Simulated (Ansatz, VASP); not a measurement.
# SiO2: VASP beside Ansatz

```
CELL_PARAMETERS angstrom
3.99635 0.00000 0.00000
0.00000 3.99635 0.00000
0.00000 0.00000 2.59681
ATOMIC_POSITIONS crystal
Si 0.00000 0.00000 0.00000
Si 0.50000 0.50000 0.50000
O 0.30233 0.30233 0.00000
O 0.69767 0.69767 0.00000
O 0.80233 0.19767 0.50000
O 0.19767 0.80233 0.50000
```

Change from the starting cell: volume scaled by 0.88, PAW files.

Alike in both runs: task single point; functional PBEsol; k mesh 8 × 8 × 11; occupations fermi-dirac, width 0.05 eV; no spin polarisation.

```csv
,VASP,Ansatz
version,VASP 6.6.1,Ansatz 0.2.0
potentials or method,"VASP PAW PBE potentials, release 64 (Si, O)","PAW with Ansatz's default frozen-core files, scalar-relativistic"
plane-wave cutoff (eV),520,420
valence electrons in the cell,32,32
```

VASP gave:

* gap on the k mesh at the Fermi level (eV): 6.67
* pressure (GPa): 51.0
* traceless stress, the component that is largest in VASP (GPa): 0.58
* rms of the force components (eV/Å): 0.011

Question: Estimate Ansatz's values.

Answer: gap on the k mesh at the Fermi level (eV): 6.69; pressure (GPa): 49.6; traceless stress, the component that is largest in VASP (GPa): 0.01; rms of the force components (eV/Å): 0.000.

VASP's potentials were made for PBE, not for PBEsol. Atom by atom the forces differ by 0.011 eV/Å (rms over components). Both programs put the cell under a high pressure, so it lies far from rest at this level.
